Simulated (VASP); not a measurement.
Al: single point with BLYP

Al:

```xyz
2
Lattice="-3.2807 2.8577 1.3952 2.8577 -3.2807 1.3952 2.5211 2.5211 -2.1700" Properties=species:S:1:pos:R:3 pbc="T T T"
Al   -3.2104    2.7874    1.3952
Al   -0.5559    2.6539    0.3102
```

* Program: VASP 6.6.1
* Task: single point
* Functional: BLYP
* Potentials or basis: VASP PAW PBE potentials, release 64 (Al)
* Cutoff: 520 eV
* k mesh: 13 × 13 × 9
* Occupations: fermi-dirac, width 0.1 eV
* Spin: no spin polarisation
* Dipole correction: no
* Further INCAR settings: ALGO = Normal; EDIFF = 1e-06; NBANDS = 10; ISYM = 0

The pressure is 0.1 GPa and the band gap on the k mesh is zero (bands 3 and 4 overlap by 8.64 eV).

Levels at points of the mesh, in eV from the Fermi level:
| k point | band 1 | band 2 | band 3 | band 4 | band 5 | band 6 | band 7 |
| --- | --- | --- | --- | --- | --- | --- | --- |
| (0.00, 0.00, 0.00) | -10.33 | -2.98 | -2.21 | 4.32 | 5.40 | 7.54 | 8.80 |

It took 5.2 min on 1 thread of AMD EPYC 7R13 Processor (Zen 3), on a shared host, peak memory 0.33 GiB.

Caveat: the PAW data sets were made with another functional, which shifts forces and pressure a little.
